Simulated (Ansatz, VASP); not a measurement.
## One calculation of Al, two programs

Contents of INCAR:

```
SYSTEM = Al
ALGO = Fast
EDIFF = 1E-6
ENCUT = 520
GGA = PE
ISIF = 2
ISMEAR = 0
IVDW = 12
LASPH = .True.
LCHARG = .False.
LREAL = .False.
LWAVE = .False.
NBANDS = 8
NELM = 80
PREC = Accurate
SIGMA = 0.15
```

The input KPOINTS:

```
k-points
0
Gamma
  22 22 22
  0 0 0
```

Contents of POSCAR:

```
Al
1.0
    0.0000000000      2.1987440765      1.7150203797
    2.1987440765      0.0000000000      1.7150203797
    2.1987440765      2.1987440765      0.0000000000
Al
1
Direct
    0.0000000000      0.0000000000      0.0000000000
```

Input for Ansatz:

```yaml
crystal:
  lattice:
    - [0.0, 2.1987440765, 1.7150203797]
    - [2.1987440765, 0.0, 1.7150203797]
    - [2.1987440765, 2.1987440765, 0.0]
  atoms:
    - { symbol: Al, position: [0.0, 0.0, 0.0] }
basis:
  ecutwfc: 420
kpoints:
  mp_grid: { grid: [22, 22, 22] }
hamiltonian:
  xc: pbe
  dispersion: d3bj
scf:
  occupations: { method: gaussian, width: 0.15 }
output:
  forces: true
  stress: true
  eigenvalues: true
```

Alike in both runs: task single point; functional PBE; dispersion D3(BJ); k mesh 22 × 22 × 22; occupations gaussian, width 0.15 eV; no spin polarisation.

|  | VASP | Ansatz |
| --- | --- | --- |
| version | VASP 6.6.1 | Ansatz 0.2.0 |
| potentials or method | VASP PAW PBE potentials, release 64 (Al), cutoff 520 eV | scalar-relativistic, plane waves, PAW |
| valence electrons in the cell | 3 | 3 |

VASP gave:

```
gap on the k mesh at the Fermi level (eV)                     : none
pressure (GPa)                                                : -2.1
traceless stress, the component that is largest in VASP (GPa) : 3.01
```

Estimate Ansatz's values.

gap on the k mesh at the Fermi level (eV): none; pressure (GPa): -2.1; traceless stress, the component that is largest in VASP (GPa): 3.00.

A gap of «none» marks a metal or a gap that the smearing closes.
